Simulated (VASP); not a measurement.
Wanted: the native input for a VASP 6.6.1 run.

| Quantity | Value |
| --- | --- |
| Task | single point |
| Functional | PBEsol |
| Potentials or basis | VASP PAW PBE potentials, release 64 (Cu, O) |
| Cutoff | 520 eV |
| k mesh | 6 × 6 × 4 |
| Occupations | gaussian, width 0.1 eV |
| Spin | collinear spin |
| Starting moments | [1.0, 1.0, 0.0, 0.0, 0.0, 0.0] μB |
| Dipole correction | no |
| Further INCAR settings | ALGO = Normal; EDIFF = 1e-07; NBANDS = 36 |

The structure of CuO2 lies in POSCAR:

```
CuO2
1.0
    1.4126150000     -5.2107470000      0.0000000000
    1.4126150000      5.2107470000      0.0000000000
    0.0000000000      0.0000000000      4.3434240000
Cu O
2 4
Direct
    0.8327470000      0.1672530000      0.2500000000
    0.1672530000      0.8327470000      0.7500000000
    0.4485140000      0.5514860000      0.2500000000
    0.5514860000      0.4485140000      0.7500000000
    0.2110300000      0.7889700000      0.2500000000
    0.7889700000      0.2110300000      0.7500000000
```

One way to write it, as run:

INCAR

```
PREC = Accurate ; ENCUT = 520
EDIFF = 1E-7 ; ISMEAR = 0
SIGMA = 0.1 ; LREAL = False
LASPH = True ; NELM = 150
ALGO = Normal ; ISIF = 2
LWAVE = False ; LCHARG = False
ISPIN = 2 ; MAGMOM = 1 1 0 0 0 0
LORBIT = 11 ; LMAXMIX = 4
GGA = PS ; NBANDS = 36
```

KPOINTS

```
regular mesh
0
Gamma
  6 6 4
```

Potentials or basis: VASP PAW PBE potentials, release 64 (Cu, O).

The run is started by

```bash
$ cat potpaw_PBE.64/Cu/POTCAR potpaw_PBE.64/O/POTCAR > POTCAR
$ mpirun -np 1 vasp_std > vasp.out
```

It gave:

```
Pressure                                              : -7.4 GPa
Largest force                                         : 0.449 eV/Å
Net moment                                            : 1.00 μB per cell
Site moments                                          : Cu +0.06; O +0.32, +0.07 (each value once) μB
Valence electrons inside the program's atomic spheres : Cu 9.95; O 4.79, 4.86 (each value once)
```

Caveat: the k points lie up to 0.38 Å⁻¹ apart; the PAW data sets were made with another functional, which shifts forces and pressure a little.

Run time: 9.4 min on 1 thread of Intel Xeon 8259CL, with other jobs on the host, peak memory 0.33 GiB.
